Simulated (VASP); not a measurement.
Set up this calculation in VASP 6.6.1, as the native input.

```
Task                   : single point
Functional             : PBE
Potentials or basis    : VASP PAW PBE potentials, release 64 (Co, N)
Cutoff                 : 520 eV
k mesh                 : 12 × 12 × 8
Occupations            : gaussian, width 0.1 eV
Spin                   : collinear spin, ferromagnetic start
Starting moments       : [0.72, 0.72, 0.72, 0.0, 0.0] μB
Dipole correction      : no
Further INCAR settings : ALGO = Normal; EDIFF = 1e-06; NBANDS = 30
```

The structure of Co3N2 lies in POSCAR:

```
Co3N2
1.0
    3.1391756039      0.0000000000      0.0000000000
   -1.5695878019      2.7186058199      0.0000000000
    0.0000000000      0.0000000000      5.3064605465
Co N
3 2
Direct
    0.0000000000      0.0000000000      0.0000000000
    0.3333333333      0.6666666667      0.6577473137
    0.6666666667      0.3333333333      0.3422526863
    0.3333333333      0.6666666667      0.2490613913
    0.6666666667      0.3333333333      0.7509386087
```

These files were run (other wordings do the same):

INCAR

```
ALGO     = Normal         # electronic algorithm
EDIFF    = 1E-6           # SCF threshold, eV
ENCUT    = 520            # plane-wave cutoff, eV
GGA      = PE             # functional
ISIF     = 2              # what is computed and relaxed
ISMEAR   = 0              # smearing method
ISPIN    = 2              # spin polarisation
LASPH    = True           # aspherical terms in the spheres
LCHARG   = True           # write CHGCAR
LELF     = True           # ELF
LMAXMIX  = 4              # l up to which the mixer works
LORBIT   = 11             # projections on sites
LREAL    = False          # projectors in reciprocal space
LVHAR    = True         
LWAVE    = False          # write WAVECAR
MAGMOM   = 0.72 0.72 0.72 0 0 # initial moments
NBANDS   = 30             # bands
NELM     = 150            # most SCF steps
PREC     = Accurate       # precision mode
SIGMA    = 0.1            # smearing width, eV
```

KPOINTS

```
k-points
0
Gamma
  12 12 8
```

Potentials or basis: VASP PAW PBE potentials, release 64 (Co, N).

Launch:

```sh
$ cat potpaw_PBE.64/Co/POTCAR potpaw_PBE.64/N/POTCAR > POTCAR
$ mpirun -np 1 vasp_std > vasp.out
```

It gave:

| Item | Value |
| --- | --- |
| Pressure | -0.2 GPa |
| Largest force | 0.024 eV/Å |
| Net moment | 2.21 μB per cell |
| Site moments | Co +1.53, +0.27 (each value once); N +0.07 μB |
| Valence electrons inside the program's atomic spheres | Co 8.06, 8.60 (each value once); N 3.62 |

It took 15 min on 1 thread of Intel Xeon 8259CL (shared host), peak memory 0.33 GiB.
